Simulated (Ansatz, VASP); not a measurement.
# Se: VASP beside Ansatz

The input INCAR:

```
SYSTEM = Se
PREC = Accurate
ENCUT = 520
EDIFF = 1E-6
ISMEAR = -1
SIGMA = 0.05
LREAL = .False.
LASPH = .True.
NELM = 60
ALGO = Normal
ISIF = 2
LWAVE = .False.
LCHARG = .False.
GGA = PE
NBANDS = 9
```

File KPOINTS:

```
regular mesh
0
Gamma
  15 15 15
  0 0 0
```

The input POSCAR:

```
Se
1.0
    0.0000000000      1.9061546619      1.9061546619
    1.9061546619      0.0000000000      1.9061546619
    1.9061546619      1.9061546619      0.0000000000
Se
1
Direct
    0.0000000000      0.0000000000      0.0000000000
```

Input for Ansatz:

```yaml
crystal:
  lattice:
    - [0.0, 1.9061546619, 1.9061546619]
    - [1.9061546619, 0.0, 1.9061546619]
    - [1.9061546619, 1.9061546619, 0.0]
  atoms:
    - { symbol: Se, position: [0.0, 0.0, 0.0] }
kpoints:
  mp_grid: { grid: [15, 15, 15] }
scf:
  occupations: { method: fermi_dirac, width: 0.05 }
hamiltonian:
  xc: pbe
  pseudopotentials: { kind: all_electron, lapw: { basis_error: 0.001 } }
output:
  forces: true
  stress: true
  eigenvalues: true
  populations: true
```

Change from the starting cell: volume scaled by 0.68, LAPW.

Alike in both runs: task single point; functional PBE; k mesh 15 × 15 × 15; occupations fermi-dirac, width 0.05 eV; no spin polarisation.

```csv
,VASP,Ansatz
version,VASP 6.6.1,Ansatz 0.2.0
potentials or method,"VASP PAW PBE potentials, release 64 (Se), cutoff 520 eV","all-electron LAPW, scalar-relativistic"
```

|  | VASP | Ansatz | Ansatz less VASP |
| --- | --- | --- | --- |
| pressure (GPa) | 64.8 | 64.4 | -0.45 |

Both programs put the cell under a high pressure, so it lies far from rest at this level. Ansatz ran all-electron here, and VASP with PAW potentials.

Noted on VASP's run: the cell as given lies far from equilibrium.
